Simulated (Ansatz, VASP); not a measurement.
**CdS in VASP and in Ansatz**

```xyz
2
Lattice="0.0000 2.9123 2.9123 2.9123 0.0000 2.9123 2.9123 2.9123 0.0000" Properties=species:S:1:pos:R:3 pbc="T T T"
Cd    0.0000    0.0000    0.0000
S     4.3684    4.3684    4.3684
```

Alike in both runs: task single point; functional PBEsol; k mesh 6 × 6 × 6; no spin polarisation.

```csv
,VASP,Ansatz
version,VASP 6.6.1,Ansatz 0.2.0
potentials or method,"VASP PAW PBE potentials, release 64 (Cd, S)","PAW with Ansatz's default frozen-core files, scalar-relativistic"
plane-wave cutoff (eV),520,420
occupations,"gaussian, width 0.01 eV",fixed
valence electrons in the cell,18,26
```

VASP gave:

```
gap on the k mesh at the Fermi level (eV) : 1.02
pressure (GPa)                            : 0.4
```

**Question.** Estimate Ansatz's values.

**Answer.** gap on the k mesh at the Fermi level (eV): 1.01; pressure (GPa): 0.0.

VASP's potentials were made for PBE, not for PBEsol. VASP's potentials hold 18 valence electrons a cell and Ansatz's 26, so a difference there can come from the potentials and not from the codes.
